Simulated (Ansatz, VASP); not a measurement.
## Mg2O: VASP beside Ansatz

```
CELL_PARAMETERS angstrom
-2.18105 2.18105 4.40784
2.18105 -2.18105 4.40784
2.18105 2.18105 -4.40784
ATOMIC_POSITIONS crystal
Mg 0.24098 0.24098 0.00000
Mg 0.99098 0.49098 0.50000
Mg 0.50902 0.00902 0.50000
Mg 0.75902 0.75902 0.00000
O 0.00000 0.00000 0.00000
O 0.75000 0.25000 0.50000
```

Alike in both runs: functional PBE; k mesh 6 × 6 × 6; occupations gaussian, width 0.1 eV; no spin polarisation.

Ansatz relaxed the structure, and its values are those at the end. VASP's run is a single point on that final structure, the one shown.

```csv
,VASP,Ansatz
version,VASP 6.6.1,Ansatz 0.2.0
potentials or method,"VASP PAW PBE potentials, release 64 (Mg, O), cutoff 520 eV","scalar-relativistic, plane waves, PAW"
valence electrons in the cell,20,52
```

VASP gave:

| Property | Result |
| --- | --- |
| gap on the k mesh at the Fermi level (eV) | none |
| pressure (GPa) | -0.3 |
| rms of the force components (eV/Å) | 0.004 |

Problem. What did Ansatz give for the same quantities?

Solution. gap on the k mesh at the Fermi level (eV): none; pressure (GPa): 0.1; rms of the force components (eV/Å): 0.000.

A gap of «none» marks a metal or a gap that the smearing closes. With one functional, cell and mesh, what is left measures potentials, basis and numerics. VASP's potentials hold 20 valence electrons a cell and Ansatz's 52, so a difference there can come from the potentials and not from the codes.
